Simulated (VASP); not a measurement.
Runs of VASP 6.6.1 on RhCl2. It takes space group P4_2/mnm (No. 136, tetragonal). The conventional cell has a = 5.690 Å, b = 5.690 Å, c = 3.728 Å, α = 90.00°, β = 90.00°, γ = 90.00°. Rh (site symmetry mmm) has 6 Cl at 2.44 to 2.45 Å within 3.2 Å. Cl (site symmetry m2m) has 3 Rh at 2.44 to 2.45 Å and 1 Cl at 3.18 Å within 3.2 Å. 

| level | potentials or basis | gap on the mesh (eV) | pressure (GPa) | largest force (eV/Å) |
| --- | --- | --- | --- | --- |
| LDA | VASP PAW LDA potentials, release 64 (Rh_pv, Cl) | none | -8.1 | 0.15 |
| PBE | VASP PAW PBE potentials, release 64 (Rh_pv, Cl) | none | -0.7 | 0.06 |
| revPBE | VASP PAW PBE potentials, release 64 (Rh_pv, Cl) | none | (b) | (a) |
| BLYP | VASP PAW PBE potentials, release 64 (Rh_pv, Cl) | none | 4.7 | 0.04 |
| PBEsol | VASP PAW PBE potentials, release 64 (Rh_pv, Cl) | none | -5.4 | 0.13 |

Alike in all rows: task single point; no spin polarisation; cell as given; k mesh 4 × 4 × 6; cutoff (eV) 520; smearing fermi-dirac 0.1 eV.

Question: Estimate the missing entries.

Answer: (a) 0.05; (b) 1.5.

Caveats: the PAW data sets were made with another functional, which shifts forces and pressure a little (some runs).

A k mesh can miss the band edges, and the runs leave out spin-orbit coupling on Rh.

A gap of «none» marks levels without a gap at the run's occupations.
